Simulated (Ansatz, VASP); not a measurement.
**ZnSe in VASP and in Ansatz**

File INCAR:

```
SYSTEM = ZnSe
PREC = Accurate
ENCUT = 520
EDIFF = 1E-7
ISMEAR = 0
SIGMA = 0.01
LREAL = .FALSE.
LASPH = .TRUE.
NELM = 100
ALGO = Normal
ISIF = 2
LWAVE = .FALSE.
LCHARG = .TRUE.
GGA = PS
LELF = .TRUE.
LVHAR = .TRUE.
NBANDS = 16
```

KPOINTS

```
Automatic mesh
0
G
  8 8 8
  0 0 0
```

File POSCAR:

```
ZnSe
1.0
    0.0000000000      2.8165910741      2.8165910741
    2.8165910741      0.0000000000      2.8165910741
    2.8165910741      2.8165910741      0.0000000000
Zn Se
1 1
Direct
    0.0000000000      0.0000000000      0.0000000000
    0.7500000000      0.7500000000      0.7500000000
```

Input for Ansatz:

```yaml
crystal:
  lattice:
    - [0.0, 2.81659107405, 2.81659107405]
    - [2.81659107405, 0.0, 2.81659107405]
    - [2.81659107405, 2.81659107405, 0.0]
  atoms:
    - { symbol: Zn, position: [0.0, 0.0, 0.0] }
    - { symbol: Se, position: [0.75, 0.75, 0.75] }
kpoints:
  mp_grid: { grid: [8, 8, 8] }
scf:
  occupations: { method: fixed }
hamiltonian:
  xc: pbesol
  pseudopotentials: { kind: paw }
output:
  forces: true
  stress: true
  eigenvalues: true
  eigenstates:
    nscf_kmesh: { grid: [12, 12, 12] }
    de_dk: true
    e_range: [-9, 11.23960778289]
  optics:
    e_range: [0, 30]
    de: 0.2
    sigma: 0.15
    bands: { spectra_wanted_up_to: 30 }
    nscf_kmesh: { grid: [12, 12, 12] }
checkpoint:
  write: ck
  write_wavefunctions: false
```

Alike in both runs: task single point; functional PBEsol; k mesh 8 × 8 × 8; no spin polarisation.

```csv
,VASP,Ansatz
version,VASP 6.6.1,Ansatz 0.2.0
potentials or method,"VASP PAW PBE potentials, release 64 (Zn, Se)","PAW with Ansatz's default frozen-core files, scalar-relativistic"
plane-wave cutoff (eV),520,420
occupations,"gaussian, width 0.01 eV",fixed
valence electrons in the cell,18,28
```

```tsv
	VASP	Ansatz	Ansatz less VASP
gap on the k mesh at the Fermi level (eV)	1.24	1.24	-0.004
pressure (GPa)	0.3	0.0	-0.27
```

VASP's potentials were made for PBE, not for PBEsol. VASP's potentials hold 18 valence electrons a cell and Ansatz's 28, so a difference there can come from the potentials and not from the codes.
